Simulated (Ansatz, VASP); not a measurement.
# Zn: VASP beside Ansatz

Contents of INCAR:

```
ALGO = Normal
EDIFF = 1E-6
ENCUT = 520
GGA = PS
ISIF = 2
ISMEAR = 0
LASPH = True
LCHARG = True
LELF = True
LREAL = False
LVHAR = True
LWAVE = False
NBANDS = 12
NELM = 60
PREC = Accurate
SIGMA = 0.15
```

The input KPOINTS:

```
k-points
0
Gamma
  22 22 22
```

File POSCAR:

```
Zn
1.0
   -1.5219658900      1.5219658900      1.5219658900
    1.5219658900     -1.5219658900      1.5219658900
    1.5219658900      1.5219658900     -1.5219658900
Zn
1
Direct
    0.0000000000      0.0000000000      0.0000000000
```

Input for Ansatz:

```yaml
crystal:
  lattice:
    - [-1.52196589, 1.52196589, 1.52196589]
    - [1.52196589, -1.52196589, 1.52196589]
    - [1.52196589, 1.52196589, -1.52196589]
  atoms:
    - { symbol: Zn, position: [0.0, 0.0, 0.0] }
basis:
  ecutwfc: 420
kpoints:
  mp_grid: { grid: [22, 22, 22] }
hamiltonian:
  xc: pbesol
scf:
  occupations: { method: gaussian, width: 0.15 }
output:
  forces: true
  stress: true
  eigenvalues: true
```

Change from the starting cell: strain -0.030 along x and y, -0.030 along z, atoms carried along.

Alike in both runs: task single point; functional PBEsol; k mesh 22 × 22 × 22; occupations gaussian, width 0.15 eV; no spin polarisation.

```csv
,VASP,Ansatz
version,VASP 6.6.1,Ansatz 0.2.0
potentials or method,"VASP PAW PBE potentials, release 64 (Zn), cutoff 520 eV","scalar-relativistic, plane waves, PAW"
valence electrons in the cell,12,12
```

```tsv
	VASP	Ansatz	Ansatz less VASP
gap on the k mesh at the Fermi level (eV)	none	none	-
pressure (GPa)	1.8	1.4	-0.42
```

VASP's potentials were made for PBE, not for PBEsol. A gap of «none» marks a metal or a gap that the smearing closes.
